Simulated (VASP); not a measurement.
# TiCo (Pm-3m) in VASP: further runs

The runs below take TiCo through single point, with r2SCAN.

Program: VASP 6.6.1. These are calculated values, not measurements. Logs are shortened: lines on timing, memory, paths and dates and some standing lists are left out, and cuts for length are marked.

## (1) The cell of the first run

It takes space group Pm-3m (No. 221, cubic). Conventional cell: a = 2.986 Å, b = 2.986 Å, c = 2.986 Å, α = 90.00°, β = 90.00°, γ = 90.00°. Within 3.4 Å of Co (site symmetry m-3m) lie 8 Ti at 2.59 Å and 6 Co at 2.99 Å. Ti (site symmetry m-3m) has 8 Co at 2.59 Å and 6 Ti at 2.99 Å within 3.4 Å.

## (2) Single point, r2SCAN, collinear spin, ferromagnetic start

The input, POSCAR:

```
TiCo
1.0
    2.9861109900      0.0000000000      0.0000000000
    0.0000000000      2.9861109900      0.0000000000
    0.0000000000      0.0000000000      2.9861109900
Co Ti
1 1
Direct
    0.5000000000      0.5000000000      0.5000000000
    0.0000000000      0.0000000000      0.0000000000
```

The input, INCAR.step1:

```
SYSTEM = TiCo
  ALGO = Normal
  EDIFF = 1E-4
  ENCUT = 520
  GGA = PE
  ISMEAR = -1
  ISPIN = 2
  LASPH = .TRUE.
  LCHARG = .FALSE.
  LMAXMIX = 4
  LREAL = .FALSE.
  LWAVE = .TRUE.
  MAGMOM = 2 1
  NBANDS = 22
  NELM = 150
  PREC = Accurate
  SIGMA = 0.05
```

The input, INCAR.step2:

```
SYSTEM = TiCo
  ALGO = Normal
  EDIFF = 1E-6
  ENCUT = 520
  ISIF = 2
  ISMEAR = -1
  ISPIN = 2
  ISTART = 1
  LASPH = .TRUE.
  LCHARG = .FALSE.
  LMAXMIX = 4
  LMIXTAU = .TRUE.
  LORBIT = 11
  LREAL = .FALSE.
  LWAVE = .FALSE.
  MAGMOM = 2 1
  METAGGA = R2SCAN
  NBANDS = 22
  NELM = 150
  PREC = Accurate
  SIGMA = 0.05
```

The input, KPOINTS:

```
k-points
0
G
  9 9 9
  0 0 0
```

Potentials or basis: VASP PAW PBE potentials, release 64 (Co, Ti_sv).

Started as:

```
$ cat potpaw_PBE.64/Co/POTCAR potpaw_PBE.64/Ti_sv/POTCAR > POTCAR
$ cp INCAR.step1 INCAR
$ mpirun -np 1 vasp_std > vasp.out
$ cp INCAR.step2 INCAR
$ mpirun -np 1 vasp_std > vasp.out
```

OUTCAR:

```text
SYSTEM = TiCo
   EDIFF = 1E-6
   ENCUT = 520
   ISIF = 2
   ISMEAR = -1
   ISPIN = 2
   ISTART = 1
   LASPH = .TRUE.
   LORBIT = 11
   LREAL = .FALSE.
   METAGGA = R2SCAN
   NELM = 150
   PREC = Accurate

 ion  position               nearest neighbor table
   1  0.500  0.500  0.500-   2 2.59   2 2.59   2 2.59   2 2.59   2 2.59   2 2.59   2 2.59   2 2.59

   2  0.000  0.000  0.000-   1 2.59   1 2.59   1 2.59   1 2.59   1 2.59   1 2.59   1 2.59   1 2.59

  LATTYP: Found a simple cubic cell.
 ALAT       =     2.9861109900

  Lattice vectors:

 A1 = (   2.9861109900,   0.0000000000,   0.0000000000)
 A2 = (   0.0000000000,   2.9861109900,   0.0000000000)
 A3 = (   0.0000000000,   0.0000000000,   2.9861109900)

Analysis of symmetry for initial positions (statically):
=====================================================================
 Subroutine PRICEL returns:
 Original cell was already a primitive cell.

 Routine SETGRP: Setting up the symmetry group for a
 simple cubic supercell.

 Subroutine GETGRP returns: Found 48 space group operations
 (whereof 48 operations were pure point group operations)
 out of a pool of 48 trial point group operations.

The static configuration has the point symmetry O_h .

Analysis of symmetry for dynamics (positions and initial velocities):
=====================================================================
 Subroutine PRICEL returns:
 Original cell was already a primitive cell.

 Routine SETGRP: Setting up the symmetry group for a
 simple cubic supercell.

 Subroutine GETGRP returns: Found 48 space group operations
 (whereof 48 operations were pure point group operations)
 out of a pool of 48 trial point group operations.

The dynamic configuration has the point symmetry O_h .

Analysis of structural, dynamic, and magnetic symmetry:
=====================================================================
 Subroutine PRICEL returns:
 Original cell was already a primitive cell.

 Routine SETGRP: Setting up the symmetry group for a
 simple cubic supercell.

 Subroutine GETGRP returns: Found 48 space group operations
 (whereof 48 operations were pure point group operations)
 out of a pool of 48 trial point group operations.

The overall configuration has the point symmetry O_h .

 Subroutine INISYM returns: Found 48 space group operations
 (whereof 48 operations are pure point group operations),
 and found     1 'primitive' translations

----------------------------------------------------------------------------------------

                                     Primitive cell

  volume of cell :      26.6267

  direct lattice vectors                    reciprocal lattice vectors
     2.986110990  0.000000000  0.000000000     0.334883735  0.000000000  0.000000000
     0.000000000  2.986110990  0.000000000     0.000000000  0.334883735  0.000000000
     0.000000000  0.000000000  2.986110990     0.000000000  0.000000000  0.334883735

  length of vectors
     2.986110990  2.986110990  2.986110990     0.334883735  0.334883735  0.334883735

  position of ions in fractional coordinates (direct lattice)
     0.500000000  0.500000000  0.500000000
     0.000000000  0.000000000  0.000000000

  ion indices of the primitive-cell ions
   primitive index   ion index
                 1           1
                 2           2

----------------------------------------------------------------------------------------

 KPOINTS: k-points

Automatic generation of k-mesh.
 Grid dimensions read from file:
 generate k-points for:    9    9    9

 Generating k-lattice:

  Cartesian coordinates                     Fractional coordinates (reciprocal lattice)
     0.037209304  0.000000000  0.000000000     0.111111111  0.000000000  0.000000000
     0.000000000  0.037209304  0.000000000     0.000000000  0.111111111  0.000000000
     0.000000000  0.000000000  0.037209304     0.000000000  0.000000000  0.111111111

  Length of vectors
     0.037209304  0.037209304  0.037209304

  Shift w.r.t. Gamma in fractional coordinates (k-lattice)
     0.000000000  0.000000000  0.000000000

 Subroutine IBZKPT returns following result:
 ===========================================

 Found     35 irreducible k-points:

 Following reciprocal coordinates:
            Coordinates               Weight
  0.000000  0.000000  0.000000      1.000000
  0.111111  0.000000  0.000000      6.000000
  0.222222  0.000000  0.000000      6.000000
  0.333333  0.000000  0.000000      6.000000
  0.444444  0.000000  0.000000      6.000000
  0.111111  0.111111  0.000000     12.000000
[... 16 lines left out ...]
  0.333333  0.333333  0.111111     24.000000
  0.444444  0.333333  0.111111     48.000000
 [... further k-points ...]
   k-points           NKPTS =     35   k-points in BZ     NKDIM =     35   number of bands    NBANDS=     22
   number of dos      NEDOS =    301   number of ions     NIONS =      2
   total plane-waves  NPLWV =  13824
   dimension x,y,z NGX =    24 NGY =   24 NGZ =   24
[... 26 lines left out ...]
   NUPDOWN=      -1.0000    fix difference up-down
   EMIN   =  10.00;   EMAX   =-10.00  energy-range for DOS
   EFERMI =   0.00;   METHOD = LEGACY
   ISMEAR =    -1;   SIGMA  =   0.05  broadening in eV -4-tet -1-fermi 0-gaus
   EFERMI_NEDOS =   21; number of points for ismear=-14 and -15
   IALGO  =     38    algorithm
   IMIX   =      4    mixing-type and parameters
     AMIX     =   0.40;   BMIX     =  1.00
     AMIX_MAG =   1.60;   BMIX_MAG =  1.00
  volume/ion in A,a.u.               =      13.31        89.84
  Fermi-wavevector in a.u.,A,eV,Ry     =   1.512546  2.858298 31.127355  2.287796
  Thomas-Fermi vector in A             =   2.622456
   LORBIT       =     11    0 simple, 1 ext, 2 COOP (PROOUT), +10 PAW based schemes
   METAGGA = R2SCAN    functional components
   LHFCALC =     F    Hartree Fock is set to
   AEXX    =    0.0000 exact exchange contribution
   IVDW    =     0    specifies the selected vdW correction
   LEPSILON=     F    determine dielectric tensor
   LRPA    =     F    only Hartree local field effects (RPA)
 spin polarized calculation
  energy-cutoff  :      520.00
  volume of cell :       26.63
 maximum number of plane-waves:       739
 NGX is ok and might be reduce to    24
   NGX = 11   NGY = 11   NGZ = 11

 number of electron      20.9999984 magnetization       0.8675933

 Free energy of the ion-electron system (eV)
  ---------------------------------------------------
  ext. energy  EPLUGINS =         0.00000000
  ---------------------------------------------------
  free energy    TOTEN  =       -27.02100428 eV

  energy without entropy =      -27.00714629  energy(sigma->0) =      -27.01407528

 E-fermi :   9.9011     XC(G=0): -13.6387

 val. band max:        9.9000336425   @ k =   0.3333   0.0000   0.0000
 cond. band min:       9.9021230584   @ k =   0.3333   0.2222   0.1111
 fundamental gap:      0.0020894159
 Fermi energy:         9.9011206796

 spin component 1

 k-point     1 :       0.0000    0.0000    0.0000
  band No.  band energies     occupation
      1     -49.4129      1.00000
      2     -24.4671      1.00000
      3     -24.4671      1.00000
      4     -24.4671      1.00000
      5       1.9846      1.00000
      6       5.1872      1.00000
[... 14 lines left out ...]
     21      30.2600      0.00000
     22      31.8101      0.00000
[... 552 lines left out ...]
  band No.  band energies     occupation
      1     -49.3565      1.00000
      2     -24.7198      1.00000
      3     -24.6496      1.00000
      4     -24.4559      1.00000
      5       5.2335      1.00000
      6       5.9247      1.00000
[... 14 lines left out ...]
     21      27.4509      0.00000
     22      30.6602      0.00000

 [... further k-points ...]

 spin component 2

 k-point     1 :       0.0000    0.0000    0.0000
  band No.  band energies     occupation
      1     -49.7180      1.00000
      2     -24.7607      1.00000
      3     -24.7607      1.00000
      4     -24.7607      1.00000
      5       1.5221      1.00000
      6       6.4685      1.00000
[... 14 lines left out ...]
     21      30.5723      0.00000
     22      31.5637      0.00000
[... 552 lines left out ...]
  band No.  band energies     occupation
      1     -49.6577      1.00000
      2     -25.0310      1.00000
      3     -24.9562      1.00000
      4     -24.7499      1.00000
      5       5.6839      1.00000
      6       6.2627      1.00000
[... 14 lines left out ...]
     21      27.4996      0.00000
     22      30.5913      0.00000

 [... further k-points ...]

------------------------ aborting loop because EDIFF is reached ----------------------------------------

  FORCE on cell =-STRESS in cart. coord.  units (eV):
  Direction    XX          YY          ZZ          XY          YZ          ZX
  --------------------------------------------------------------------------------------
  -------------------------------------------------------------------------------------
  Total        0.1184585      0.1184585      0.1184585     -0.0000000     -0.0000000      0.0000000
  in kB        7.1278586      7.1278586      7.1278586     -0.0000000     -0.0000000      0.0000000
  external PRESSURE =       7.1278586 kB  Pullay stress =       0.0000000 kB

 VOLUME and BASIS-vectors are now :
 -----------------------------------------------------------------------------
  energy-cutoff  :      520.00
  volume of cell :       26.63
      direct lattice vectors                 reciprocal lattice vectors
     2.986110990  0.000000000  0.000000000     0.334883735  0.000000000  0.000000000
     0.000000000  2.986110990  0.000000000     0.000000000  0.334883735  0.000000000
     0.000000000  0.000000000  2.986110990     0.000000000  0.000000000  0.334883735

 POSITION                                       TOTAL-FORCE (eV/Angst)
 -----------------------------------------------------------------------------------
      1.49306      1.49306      1.49306         0.000000      0.000000      0.000000
      0.00000      0.00000      0.00000         0.000000      0.000000      0.000000
 -----------------------------------------------------------------------------------
    total drift:                                0.000000      0.000000     -0.000000

  FREE ENERGIE OF THE ION-ELECTRON SYSTEM (eV)
  ---------------------------------------------------
  free  energy   TOTEN  =       -27.0210042814 eV

  energy  without entropy=      -27.0071462886  energy(sigma->0) =      -27.01407528

 total charge

# of ion       s       p       d       tot
------------------------------------------
    1        0.559   0.524   7.241   8.323
    2        2.243   6.197   1.807  10.247
--------------------------------------------------
tot          2.802   6.721   9.047  18.570

 magnetization (x)

# of ion       s       p       d       tot
------------------------------------------
    1        0.043  -0.035   1.361   1.368
    2       -0.008  -0.041  -0.240  -0.289
--------------------------------------------------
tot          0.035  -0.076   1.120   1.079
```

Wall time 2.1 min (1 thread of Intel Xeon 8259CL, shared host); peak memory 0.17 GiB.

What came out:

* Free energy: -27.0210 eV
* Pressure: 0.7 GPa
* Net moment: 0.87 μB per cell
* Site moments: Co +1.37; Ti -0.29 μB
* Valence electrons inside the program's atomic spheres: Co 8.32; Ti 10.25

Caveat: the PAW data sets were made with another functional, which shifts forces and pressure a little.

## (3) Single point, r2SCAN, collinear spin, ferromagnetic start

This run uses another cell than the first one, of 13.58 Å³/atom.

The input, POSCAR:

```
TiCo
1.0
    3.0058871358      0.0000000000      0.0000000000
    0.0000000000      3.0058871358      0.0000000000
    0.0000000000      0.0000000000      3.0058871358
Co Ti
1 1
Direct
    0.5000000000      0.5000000000      0.5000000000
    0.0000000000      0.0000000000      0.0000000000
```

The input, INCAR.step1:

```
PREC = Accurate
ENCUT = 520
ISMEAR = -1
SIGMA = 0.05
LREAL = F
LASPH = T
NELM = 150
ISPIN = 2
MAGMOM = 2 1
LMAXMIX = 4
NBANDS = 22
GGA = PE
ALGO = Normal
EDIFF = 1E-4
LWAVE = T
LCHARG = F
```

The input, INCAR.step2:

```
PREC = Accurate
ENCUT = 520
EDIFF = 1E-7
ISMEAR = -1
SIGMA = 0.05
LREAL = F
LASPH = T
NELM = 150
ALGO = Normal
ISIF = 2
LWAVE = F
LCHARG = F
ISPIN = 2
MAGMOM = 2 1
LORBIT = 11
LMAXMIX = 4
METAGGA = R2SCAN
LMIXTAU = T
NBANDS = 22
ISTART = 1
```

The input, KPOINTS:

```
regular mesh
0
Gamma
  9 9 9
```

Potentials or basis: VASP PAW PBE potentials, release 64 (Co, Ti_sv).

Started as:

```
$ cat potpaw_PBE.64/Co/POTCAR potpaw_PBE.64/Ti_sv/POTCAR > POTCAR
$ cp INCAR.step1 INCAR
$ mpirun -np 1 vasp_std > vasp.out
$ cp INCAR.step2 INCAR
$ mpirun -np 1 vasp_std > vasp.out
```

It took 3.3 min on 1 thread of Intel Xeon 8259CL, shared host; peak memory 0.18 GiB.

The run converged. Its results:

| Property | Result |
| --- | --- |
| Free energy | -27.0184 eV |
| Pressure | -2.3 GPa |
| Net moment | 0.87 μB per cell |
| Site moments | Co +1.41; Ti -0.32 μB |
| Valence electrons inside the program's atomic spheres | Co 8.29; Ti 10.22 |

Levels at points of the mesh, in eV from the Fermi level:
Spin up:
```
           k point  band 9  band 10  band 11  band 12  band 13  band 14
(0.00, 0.00, 0.00)   -2.34    -2.34     0.58     0.58     2.86     2.86
```
Spin down:
```
           k point  band 7  band 8  band 9  band 10  band 11  band 12  band 13  band 14
(0.00, 0.00, 0.00)   -3.32   -1.39   -1.39    -1.39     1.58     1.58     2.81     2.81
```

Caveat: the PAW data sets were made with another functional, which shifts forces and pressure a little.

## (4) Single point, r2SCAN, collinear spin, ferromagnetic start

This run uses another cell than the first one, of 13.85 Å³/atom.

The input, POSCAR:

```
TiCo
1.0
    3.0254064304      0.0000000000      0.0000000000
    0.0000000000      3.0254064304      0.0000000000
    0.0000000000      0.0000000000      3.0254064304
Co Ti
1 1
Direct
    0.5000000000      0.5000000000      0.5000000000
    0.0000000000      0.0000000000      0.0000000000
```

The input, INCAR.step1:

```
ALGO = Normal
EDIFF = 1E-4
ENCUT = 520
GGA = PE
ISMEAR = -1
ISPIN = 2
LASPH = T
LCHARG = F
LMAXMIX = 4
LREAL = F
LWAVE = T
MAGMOM = 2 1
NBANDS = 22
NELM = 150
PREC = Accurate
SIGMA = 0.05
```

The input, INCAR.step2:

```
ALGO = Normal
EDIFF = 1E-7
ENCUT = 520
ISIF = 2
ISMEAR = -1
ISPIN = 2
ISTART = 1
LASPH = T
LCHARG = T
LELF = T
LMAXMIX = 4
LMIXTAU = T
LORBIT = 11
LREAL = F
LVHAR = T
LWAVE = F
MAGMOM = 2 1
METAGGA = R2SCAN
NBANDS = 22
NELM = 150
PREC = Accurate
SIGMA = 0.05
```

The input, KPOINTS:

```
k-points
0
Gamma
  9 9 9
```

Started as:

```
$ cat potpaw_PBE.64/Co/POTCAR potpaw_PBE.64/Ti_sv/POTCAR > POTCAR
$ cp INCAR.step1 INCAR
$ mpirun -np 1 vasp_std > vasp.out
$ cp INCAR.step2 INCAR
$ mpirun -np 1 vasp_std > vasp.out
```

Wall time 2.8 min (1 thread of Intel Xeon 8259CL, shared host); peak memory 0.18 GiB.

It converged, with:

```
Free energy                                           : -27.0062 eV
Pressure                                              : -5.0 GPa
Net moment                                            : 0.87 μB per cell
Site moments                                          : Co +1.45; Ti -0.34 μB
Valence electrons inside the program's atomic spheres : Co 8.26; Ti 10.19
```

Levels at points of the mesh, in eV from the Fermi level:
Spin up:
```
           k point  band 8  band 9  band 10  band 11  band 12  band 13  band 14  band 15
(0.00, 0.00, 0.00)   -2.33   -2.33    -2.33     0.58     0.58     2.81     2.81     2.81
```
Spin down:
```
           k point  band 7  band 8  band 9  band 10  band 11  band 12  band 13  band 14
(0.00, 0.00, 0.00)   -3.21   -1.35   -1.35    -1.35     1.58     1.58     2.73     2.73
```

Caveat: the cell stands under tension; the PAW data sets were made with another functional, which shifts forces and pressure a little.

## (5) Single point, r2SCAN, collinear spin, ferromagnetic start

This run uses another cell than the first one, of 14.11 Å³/atom.

The input, POSCAR:

```
TiCo
1.0
    3.0446770546      0.0000000000      0.0000000000
    0.0000000000      3.0446770546      0.0000000000
    0.0000000000      0.0000000000      3.0446770546
Co Ti
1 1
Direct
    0.5000000000      0.5000000000      0.5000000000
    0.0000000000      0.0000000000      0.0000000000
```

The input, INCAR.step1:

```
PREC     = Accurate       # precision mode
ENCUT    = 520            # plane-wave cutoff, eV
ISMEAR   = -1             # smearing method
SIGMA    = 0.05           # smearing width, eV
LREAL    = False          # projectors in reciprocal space
LASPH    = True           # aspherical terms in the spheres
NELM     = 150            # most SCF steps
ISPIN    = 2              # spin polarisation
MAGMOM   = 2 1            # initial moments
LMAXMIX  = 4              # l up to which the mixer works
NBANDS   = 22             # bands
GGA      = PE             # functional
ALGO     = Normal         # electronic algorithm
EDIFF    = 1E-4           # SCF threshold, eV
LWAVE    = True           # write WAVECAR
LCHARG   = False          # write CHGCAR
```

The input, INCAR.step2:

```
PREC     = Accurate       # precision mode
ENCUT    = 520            # plane-wave cutoff, eV
EDIFF    = 1E-6           # SCF threshold, eV
ISMEAR   = -1             # smearing method
SIGMA    = 0.05           # smearing width, eV
LREAL    = False          # projectors in reciprocal space
LASPH    = True           # aspherical terms in the spheres
NELM     = 150            # most SCF steps
ALGO     = Normal         # electronic algorithm
ISIF     = 2              # what is computed and relaxed
LWAVE    = False          # write WAVECAR
LCHARG   = False          # write CHGCAR
ISPIN    = 2              # spin polarisation
MAGMOM   = 2 1            # initial moments
LORBIT   = 11             # projections on sites
LMAXMIX  = 4              # l up to which the mixer works
METAGGA  = R2SCAN         # meta-GGA
LMIXTAU  = True         
NBANDS   = 22             # bands
ISTART   = 1
```

The input, KPOINTS:

```
regular mesh
0
Gamma
  9 9 9
```

Started as:

```
$ cat potpaw_PBE.64/Co/POTCAR potpaw_PBE.64/Ti_sv/POTCAR > POTCAR
$ cp INCAR.step1 INCAR
$ mpirun -np 1 vasp_std > vasp.out
$ cp INCAR.step2 INCAR
$ mpirun -np 1 vasp_std > vasp.out
```

Wall time 2.9 min (1 thread of Intel Xeon 8259CL, shared host); peak memory 0.18 GiB.

It converged, with:

| Property | Result |
| --- | --- |
| Free energy | -26.9852 eV |
| Pressure | -7.4 GPa |
| Net moment | 0.87 μB per cell |
| Site moments | Co +1.49; Ti -0.37 μB |
| Valence electrons inside the program's atomic spheres | Co 8.22; Ti 10.17 |

Levels at points of the mesh, in eV from the Fermi level:
Spin up:
```csv
k point,band 7,band 8,band 9,band 10,band 11,band 12,band 13,band 14,band 15,band 16
"(0.00, 0.00, 0.00)",-4.50,-2.32,-2.32,-2.32,0.58,0.58,2.76,2.76,2.76,8.86
```
Spin down:
```tsv
k point	band 8	band 9	band 10	band 11	band 12	band 13
(0.00, 0.00, 0.00)	-1.31	-1.31	-1.31	1.58	1.58	2.66
```

Caveat: the cell stands under tension; the PAW data sets were made with another functional, which shifts forces and pressure a little.

## (6) The runs side by side

```tsv
cell	gap on the mesh (eV)	pressure (GPa)	moment (μB)
a = 2.986 Å, 2 atoms	none	0.7	0.87
a = 3.006 Å, 2 atoms	none	-2.3	0.87
a = 3.025 Å, 2 atoms	none	-5.0	0.87
a = 3.045 Å, 2 atoms	none	-7.4	0.87
```

Alike in all rows: task single point; level r2SCAN; potentials or basis VASP PAW PBE potentials, release 64 (Co, Ti_sv); spin collinear, ferromagnetic start; k mesh 9 × 9 × 9; cutoff (eV) 520; smearing fermi-dirac 0.05 eV.

Caveats: the PAW data sets were made with another functional, which shifts forces and pressure a little; the cell stands under tension (at least some runs).

Total energies depend on the potentials used, so only differences within one code and one set of settings carry meaning.
